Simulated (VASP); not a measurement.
Hf:

```xyz
1
Lattice="0.0000 2.2200 2.2200 2.2200 0.0000 2.2200 2.2200 2.2200 0.0000" Properties=species:S:1:pos:R:3 pbc="T T T"
Hf    0.0000    0.0000    0.0000
```

This isn't the form of Hf at room conditions, which is hcp.

* Program: VASP 6.6.1
* Task: relaxation of cell and atoms
* Functional: PBE
* Potentials or basis: VASP PAW PBE potentials, release 64 (Hf_pv)
* Cutoff: 600 eV
* k mesh: 16 × 16 × 16
* Occupations: gaussian, width 0.1 eV
* Spin: no spin polarisation

At the start: pressure 2.7 GPa; volume 21.88 Å³/atom.

Problem. Where does the relaxation end?

Solution. Over 3 steps the energy falls by 4.8 meV/atom and the volume is 22.46 Å³/atom (+2.6 %); space group Fm-3m (No. 225, to 0.1 Å) before and after.

Step by step:
| step | energy change (eV) | largest force (eV/Å) | pressure (GPa) | volume (Å³) |
| --- | --- | --- | --- | --- |
| 1 | 0.0000 | 0.0000 | 2.73 | 21.88 |
| 2 | 0.0005 | 0.0000 | -2.66 | 23.09 |
| 3 | -0.0048 | 0.0000 | -0.01 | 22.46 |

Final structure:
```
Hf
1.0
     0.00000    2.23932    2.23932
     2.23932    0.00000    2.23932
     2.23932    2.23932    0.00000
Hf
1
Direct
  0.00000 0.00000 0.00000
```
